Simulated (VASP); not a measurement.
# CuO (C2/c) in VASP: single point with PBEsol+U

Aim: the single point of CuO with PBEsol+U.

Program: VASP 6.6.1. These are calculated values, not measurements. Logs are shortened: lines on timing, memory, paths and dates and some standing lists are left out, and cuts for length are marked.

## 1. The cell of the first run

It takes space group C2/c (No. 15, monoclinic). The conventional cell has a = 4.684 Å, b = 3.423 Å, c = 5.129 Å, α = 90.00°, β = 99.54°, γ = 90.00°. Cu (site symmetry -1) has 4 O at 1.95 to 1.96 Å within 2.6 Å. O (site symmetry 2) has 6 Cu at 1.95 to 2.79 Å and 6 O at 2.62 to 2.90 Å within 3.0 Å.

## 2. Single point, PBEsol+U, collinear spin

Input file INCAR:

```
SYSTEM = CuO
PREC = Accurate
ENCUT = 520
EDIFF = 1E-6
ISMEAR = 0
SIGMA = 0.01
LREAL = .False.
LASPH = .True.
NELM = 150
ALGO = Normal
ISIF = 2
LWAVE = .False.
LCHARG = .False.
ISPIN = 2
MAGMOM = 1 -1 0 0
LORBIT = 11
LMAXMIX = 4
LDAU = .True.
LDAUTYPE = 2
LDAUL = 2 -1
LDAUU = 8 0
LDAUJ = 0 0
LDAUPRINT = 1
GGA = PS
NBANDS = 29
```

Input file KPOINTS:

```
Automatic mesh
0
Gamma
  8 8 5
  0 0 0
```

Input file POSCAR:

```
CuO
1.0
    2.3420000000     -1.7115000000      0.0000000000
    2.3420000000      1.7115000000      0.0000000000
   -0.8500605740      0.0000000000      5.0580666287
Cu O
2 2
Direct
    0.0000000000      0.5000000000      0.0000000000
    0.5000000000      0.0000000000      0.5000000000
    0.5799165544      0.4200834302      0.2499993718
    0.4200834456      0.5799165698      0.7500006282
```

Potentials or basis: VASP PAW PBE potentials, release 64 (Cu, O).

Command:

```console
> cat potpaw_PBE.64/Cu/POTCAR potpaw_PBE.64/O/POTCAR > POTCAR
> mpirun -np 1 vasp_std > vasp.out
```

OUTCAR:

```text
SYSTEM = CuO
   PREC = Accurate
   ENCUT = 520
   EDIFF = 1E-6
   ISMEAR = 0
   LREAL = .False.
   LASPH = .True.
   NELM = 150
   ISIF = 2
   ISPIN = 2
   LORBIT = 11
   GGA = PS

 ion  position               nearest neighbor table
   1  0.000  0.500  0.000-   3 1.95   4 1.95   4 1.96   3 1.96
   2  0.500  0.000  0.500-   4 1.95   3 1.95   4 1.96   3 1.96
   3  0.580  0.420  0.250-   1 1.95   2 1.95   1 1.96   2 1.96
   4  0.420  0.580  0.750-   1 1.95   2 1.95   1 1.96   2 1.96

  LATTYP: Found a base centered monoclinic cell.
 ALAT       =     4.6840000000
 B/A-ratio  =     0.7307856533
 C/A-ratio  =     1.0950042699
 COS(beta)  =    -0.1657361228

  Lattice vectors:

 A1 = (   2.3420000000,  -1.7115000000,   0.0000000000)
 A2 = (   2.3420000000,   1.7115000000,   0.0000000000)
 A3 = (  -0.8500605740,   0.0000000000,   5.0580666287)

Analysis of symmetry for initial positions (statically):
=====================================================================
 Subroutine PRICEL returns:
 Original cell was already a primitive cell.

 Routine SETGRP: Setting up the symmetry group for a
 base centered monoclinic supercell.

 Subroutine GETGRP returns: Found  4 space group operations
 (whereof  2 operations were pure point group operations)
 out of a pool of  4 trial point group operations.

The static configuration has the point symmetry S_2 .
 The point group associated with its full space group is C_2h.

Analysis of symmetry for dynamics (positions and initial velocities):
=====================================================================
 Subroutine PRICEL returns:
 Original cell was already a primitive cell.

 Routine SETGRP: Setting up the symmetry group for a
 base centered monoclinic supercell.

 Subroutine GETGRP returns: Found  4 space group operations
 (whereof  2 operations were pure point group operations)
 out of a pool of  4 trial point group operations.

The dynamic configuration has the point symmetry S_2 .
 The point group associated with its full space group is C_2h.

Analysis of structural, dynamic, and magnetic symmetry:
=====================================================================
 Subroutine PRICEL returns:
 Original cell was already a primitive cell.

[... 215 lines left out ...]
  o =  0.9780  v =  0.0000  0.0000  0.0000  0.0000  0.0000  0.0335  0.3916 -0.2628 -0.5128 -0.7165      0.0000  0.0000  0.0000  0.0000  0.0000  0.0000  0.0000  0.0000  0.0000  0.0000
  o =  0.9785  v =  0.0260 -0.6910  0.3084  0.5886  0.2833  0.0000  0.0000  0.0000  0.0000  0.0000      0.0000  0.0000  0.0000  0.0000  0.0000  0.0000  0.0000  0.0000  0.0000  0.0000
  o =  0.9790  v =  0.0000  0.0000  0.0000  0.0000  0.0000  0.0431 -0.7184  0.0898  0.2843 -0.6270      0.0000  0.0000  0.0000  0.0000  0.0000  0.0000  0.0000  0.0000  0.0000  0.0000
  o =  0.9793  v =  0.1042 -0.4005 -0.0445 -0.0139 -0.9091  0.0000  0.0000  0.0000  0.0000  0.0000      0.0000  0.0000  0.0000  0.0000  0.0000  0.0000  0.0000  0.0000  0.0000  0.0000
  o =  0.9850  v =  0.0000  0.0000  0.0000  0.0000  0.0000 -0.5244  0.1652  0.8136 -0.1060 -0.1568      0.0000  0.0000  0.0000  0.0000  0.0000  0.0000  0.0000  0.0000  0.0000  0.0000
  o =  0.9854  v = -0.5075  0.1673  0.8180 -0.1280 -0.1700  0.0000  0.0000  0.0000  0.0000  0.0000      0.0000  0.0000  0.0000  0.0000  0.0000  0.0000  0.0000  0.0000  0.0000  0.0000
  o =  1.0359  v =  0.0000  0.0000  0.0000  0.0000  0.0000  0.1001  0.5475  0.0055  0.7883 -0.2623      0.0000  0.0000  0.0000  0.0000  0.0000  0.0000  0.0000  0.0000  0.0000  0.0000

 number of electron      34.0000002 magnetization       0.0000000

 Free energy of the ion-electron system (eV)
  ---------------------------------------------------
  ext. energy  EPLUGINS =         0.00000000
  ---------------------------------------------------
  free energy    TOTEN  =       -17.28583527 eV

  energy without entropy =      -17.28583527  energy(sigma->0) =      -17.28583527

 E-fermi :   4.7269     XC(G=0): -12.1069

 val. band max:        4.5783452899   @ k =   0.0000   0.0000   0.0000
 cond. band min:       6.1857419604   @ k =   0.2500  -0.0000   0.4000
 fundamental gap:      1.6073966704
 Fermi energy:         4.7268668988

 spin component 1

 k-point     1 :       0.0000    0.0000    0.0000
  band No.  band energies     occupation
      1     -14.0449      1.00000
      2     -12.5804      1.00000
      3      -3.5533      1.00000
      4      -3.4037      1.00000
      5      -1.4998      1.00000
      6      -1.2589      1.00000
[... 1529 lines left out ...]
     28      24.7705      0.00000
     29      26.2518      0.00000

 [... further k-points ...]
[... 5 lines left out ...]
  --------------------------------------------------------------------------------------
  -------------------------------------------------------------------------------------
  Total       -1.9466225     -1.4332729     -1.9289572      0.0000000      0.0000000      0.3524699
  in kB      -76.9155205    -56.6319014    -76.2175252      0.0000000      0.0000000     13.9268945
  external PRESSURE =     -69.9216491 kB  Pullay stress =       0.0000000 kB

 VOLUME and BASIS-vectors are now :
 -----------------------------------------------------------------------------
  energy-cutoff  :      520.00
  volume of cell :       40.55
      direct lattice vectors                 reciprocal lattice vectors
     2.342000000 -1.711500000  0.000000000     0.213492741 -0.292141396  0.035879670
     2.342000000  1.711500000  0.000000000     0.213492741  0.292141396  0.035879670
    -0.850060574  0.000000000  5.058066629     0.000000000  0.000000000  0.197703999

 POSITION                                       TOTAL-FORCE (eV/Angst)
 -----------------------------------------------------------------------------------
      1.17100      0.85575      0.00000         0.000000     -0.000000      0.000000
      0.74597     -0.85575      2.52903         0.000000     -0.000000      0.000000
      2.12949     -0.27355      1.26451         0.000000      0.041859      0.000000
      1.70445      0.27355      3.79355        -0.000000     -0.041859      0.000000
 -----------------------------------------------------------------------------------
    total drift:                               -0.000000      0.000000     -0.000000

  FREE ENERGIE OF THE ION-ELECTRON SYSTEM (eV)
  ---------------------------------------------------
  free  energy   TOTEN  =       -17.2858352701 eV

  energy  without entropy=      -17.2858352701  energy(sigma->0) =      -17.28583527

 total charge

# of ion       s       p       d       tot
------------------------------------------
    1        0.379   0.400   9.174   9.953
    2        0.379   0.400   9.174   9.953
    3        1.551   3.429   0.000   4.980
    4        1.551   3.429   0.000   4.980
--------------------------------------------------
tot          3.859   7.658  18.348  29.865

 magnetization (x)

# of ion       s       p       d       tot
------------------------------------------
    1       -0.005  -0.005   0.700   0.690
    2        0.005   0.005  -0.700  -0.690
    3        0.000   0.000   0.000   0.000
    4        0.000   0.000   0.000   0.000
--------------------------------------------------
tot          0.000   0.000   0.000   0.000
```

stdout:

```text
POSCAR found type information on POSCAR CuO
 POSCAR found :  2 types and       4 ions
 scaLAPACK will be used
 -----------------------------------------------------------------------------
|                                                                             |
|                                                                             |
|     You enforced a specific xc type in the INCAR file but a different       |
|     I HOPE YOU KNOW WHAT YOU ARE DOING!                                     |
|                                                                             |
 -----------------------------------------------------------------------------

 LDA part: xc-table for (Slater+PW92), standard interpolation
 POSCAR, INCAR and KPOINTS ok, starting setup
 FFT: planning ... GRIDC
 FFT: planning ... GRID_SOFT
 FFT: planning ... GRID
 WAVECAR not read
 entering main loop
```

Run time: 85 s. Hardware: 1 thread of Intel Xeon 6975P-C (Granite Rapids), shared host; peak memory 0.28 GiB.

Results:

```
Free energy                                           : -17.2858 eV
Pressure                                              : -7.0 GPa
Largest force                                         : 0.042 eV/Å
Band gap on the k mesh                                : 1.61 eV (least direct gap 1.86 eV)
Net moment                                            : 0.00 μB per cell
Site moments                                          : Cu +0.69, -0.69; O +0.00 μB
Valence electrons inside the program's atomic spheres : Cu 9.95; O 4.98
```

Forces on the atoms (eV/Å):
```
Cu   0.000  0.000  0.000
Cu   0.000  0.000  0.000
O    0.000  0.042  0.000
O    0.000 -0.042  0.000
```

Stress tensor (GPa, compression positive):
```
-7.69  0.00  1.39
 0.00 -5.66  0.00
 1.39  0.00 -7.62
```

Eigenvalues of the final occupation matrices:
```
    site  spin  trace               eigenvalues
site 1 d     1   4.95  0.97 0.98 0.98 0.98 1.04
site 1 d     2   4.25  0.34 0.97 0.98 0.98 0.99
site 2 d     1   4.25  0.34 0.97 0.98 0.98 0.99
site 2 d     2   4.95  0.97 0.98 0.98 0.98 1.04
```

Caveat: the cell stands under tension; the PAW data sets were made with another functional, which shifts forces and pressure a little; an odd mesh through Γ misses points on the zone boundary, where band edges can lie.
